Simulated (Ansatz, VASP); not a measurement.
**One calculation of Fe, two programs**

INCAR

```
ALGO = Fast ; EDIFF = 1E-6
EDIFFG = -0.01 ; ENCUT = 600
GGA = RE ; IBRION = 2
ISIF = 3 ; ISMEAR = -1
ISPIN = 2 ; IVDW = 13
LASPH = T ; LCHARG = F
LMAXMIX = 4 ; LORBIT = 11
LREAL = F ; LWAVE = F
MAGMOM = 3 ; NELM = 150
NSW = 60 ; PREC = Accurate
SIGMA = 0.05
```

The input KPOINTS:

```
k-points
0
Gamma
  13 13 13
```

POSCAR

```
Fe
1.0
    0.0000000000      1.9417396906      1.9651051623
    1.4984397099      0.0000000000      1.9651051623
    1.4984397099      1.9417396906      0.0000000000
Fe
1
Direct
    0.0000000000      0.0000000000      0.0000000000
```

File input.yaml:

```yaml
crystal:
  lattice:
    - [0.0, 1.9417396906, 1.9651051623]
    - [1.4984397099, 0.0, 1.9651051623]
    - [1.4984397099, 1.9417396906, 0.0]
  atoms:
    - { symbol: Fe, position: [0.0, 0.0, 0.0], spin: 3.0 }
hamiltonian:
  xc: revpbe
  pseudopotentials: { kind: paw }
  dispersion: d4
magnetization:
  spin_polarized: true
kpoints:
  mp_grid: { grid: [13, 13, 13] }
scf:
  occupations: { method: fermi_dirac, width: 0.05 }
output:
  forces: true
  stress: true
  eigenvalues: true
relax:
  f_tol: 0.01
  max_steps: 40
  cell: { stress_tol: 0.05 }
```

Alike in both runs: task relaxation of cell and atoms; functional revPBE; dispersion D4; k mesh 13 × 13 × 13; occupations fermi-dirac, width 0.05 eV; collinear spin.

|  | VASP | Ansatz |
| --- | --- | --- |
| version | VASP 6.6.1 | Ansatz 0.2.0 |
| potentials or method | VASP PAW PBE potentials, release 64 (Fe) | Ansatz PAW |
| plane-wave cutoff (eV) | 600 | 420 |
| valence electrons in the cell | 8 | 16 |

|  | VASP | Ansatz | Ansatz less VASP |
| --- | --- | --- | --- |
| gap on the k mesh at the Fermi level, each at its own relaxed structure (eV) | none | none | - |
| net moment per atom (μB) | 2.12 | 2.10 | -0.013 |
| size of the moment on the site where the two differ most (μB) | 2.11 | 2.15 | +0.041 |
| relaxed volume (Å³/atom) | 11.07 | 11.08 | +0.015 |
| relaxed cell length with the largest relative difference (Å) | 2.807 | 2.809 | +0.0019 |

VASP's potentials were made for PBE, not for revPBE. Site moments also hang on the region over which each program counts them. A gap of «none» marks a metal or a gap that the smearing closes. VASP's potentials hold 8 valence electrons a cell and Ansatz's 16, so a difference there can come from the potentials and not from the codes.

Noted on Ansatz's run: the plane-wave basis is chosen anew once the cell has moved, so the energies of steps on either side of that aren't comparable.
